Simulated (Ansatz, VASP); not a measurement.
## One calculation of Ga2Te2S, two programs

```xyz
5
Lattice="-2.1571 2.1571 6.8751 2.1571 -2.1571 6.8751 2.1571 2.1571 -6.8751" Properties=species:S:1:pos:R:3 pbc="T T T"
Ga    2.1571    0.0000    3.4376
Ga    0.0000    2.1571    3.4376
Te    0.0000    0.0000    5.2202
Te    0.0000    0.0000    8.5300
S     0.0000    0.0000    0.0000
```

Change from the starting cell: species swapped into the PrNi2Ge2 type (I4/mmm, No. 139).

Alike in both runs: functional PBE; k mesh 12 × 12 × 12; occupations gaussian, width 0.1 eV; no spin polarisation.

Ansatz relaxed the structure, and its values are those at the end. VASP's run is a single point on that final structure, the one shown.

```csv
,VASP,Ansatz
version,VASP 6.6.1,Ansatz 0.2.0
potentials or method,"VASP PAW PBE potentials, release 64 (Ga_d, Te, S), cutoff 520 eV","scalar-relativistic, plane waves, PAW"
valence electrons in the cell,44,64
```

|  | VASP | Ansatz | Ansatz less VASP |
| --- | --- | --- | --- |
| gap on the k mesh at the Fermi level (eV) | none | none | - |
| pressure (GPa) | 0.0 | 0.0 | -0.04 |
| rms of the force components (eV/Å) | 0.014 | 0.000 | -0.0139 |

A gap of «none» marks a metal or a gap that the smearing closes. VASP's potentials hold 44 valence electrons a cell and Ansatz's 64, so a difference there can come from the potentials and not from the codes.

Neither program's run includes spin-orbit coupling.
